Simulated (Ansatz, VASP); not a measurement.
Two plane-wave programs on Na2Bi

```
Na Bi
1.0
     5.33128    0.00000    0.00000
    -2.66564    4.61702    0.00000
     0.00000    0.00000    3.55242
Na Bi
2 1
Direct
  0.66667 0.33333 0.66460
  0.33333 0.66667 0.33540
  0.00000 0.00000 0.00000
```

Alike in both runs: functional PBE; k mesh 12 × 12 × 14; occupations gaussian, width 0.1 eV; no spin polarisation.

Ansatz relaxed the structure, and its values are those at the end. VASP's run is a single point on that final structure, the one shown.

```csv
,VASP,Ansatz
version,VASP 6.6.1,Ansatz 0.2.0
potentials or method,"VASP PAW PBE potentials, release 64 (Na_pv, Bi_d), cutoff 520 eV","scalar-relativistic, plane waves, PAW"
valence electrons in the cell,29,33
```

Ansatz gave:

| Item | Value |
| --- | --- |
| gap on the k mesh at the Fermi level (eV) | none |
| pressure (GPa) | 0.0 |

Problem. What did VASP give for the same quantities?

Solution. gap on the k mesh at the Fermi level (eV): none; pressure (GPa): 0.1.

A gap of «none» marks a metal or a gap that the smearing closes. VASP's potentials hold 29 valence electrons a cell and Ansatz's 33, so a difference there can come from the potentials and not from the codes.

Spin-orbit coupling is off throughout.
